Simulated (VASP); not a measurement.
Here is a VASP 6.6.1 calculation.

Contents of INCAR:

```
SYSTEM = TeRu
ALGO     = Normal         ! electronic algorithm
EDIFF    = 1E-6           ! SCF threshold, eV
ENCUT    = 500            ! plane-wave cutoff, eV
GGA      = CA             ! functional
GGA_COMPAT= .False.      
ISIF     = 2              ! what is computed and relaxed
ISMEAR   = 0              ! smearing method
ISPIN    = 2              ! spin polarisation
LASPH    = .True.         ! aspherical terms in the spheres
LCHARG   = .False.        ! write CHGCAR
LDAU     = .True.         ! DFT+U
LDAUJ    = 0 0          
LDAUL    = 2 -1           ! shell
LDAUPRINT= 1            
LDAUTYPE = 2            
LDAUU    = 6 0            ! U, eV
LMAXMIX  = 4              ! l up to which the mixer works
LORBIT   = 11             ! projections on sites
LREAL    = .False.        ! projectors in reciprocal space
LWAVE    = .False.        ! write WAVECAR
MAGMOM   = 0 0            ! initial moments
NBANDS   = 21             ! bands
NELM     = 200            ! most SCF steps
NUPDOWN  = 0.0            ! fixed moment
PREC     = Accurate       ! precision mode
SIGMA    = 0.05           ! smearing width, eV
```

KPOINTS

```
k-points
0
Gamma
  5 5 5
  0 0 0
```

POSCAR

```
TeRu
1.0
    0.0000000000      3.1139297200      3.1139297200
    3.1139297200      0.0000000000      3.1139297200
    3.1139297200      3.1139297200      0.0000000000
Ru Te
1 1
Direct
    0.0000000000      0.0000000000      0.0000000000
    0.2500000000      0.2500000000      0.2500000000
```

Potentials or basis: VASP PAW LDA potentials, release 64 (Ru_pv, Te).

The run is started by

```sh
$ cat potpaw_LDA.64/Ru_pv/POTCAR potpaw_LDA.64/Te/POTCAR > POTCAR
$ mpirun -np 1 vasp_std > vasp.out
```

(1) What does it give for the pressure?

Answers

(1) -13.6 GPa.

Caveat: the cell stands under tension; the total moment is fixed, so each spin has its own Fermi level; the U is typed as a test and isn't derived for this compound.
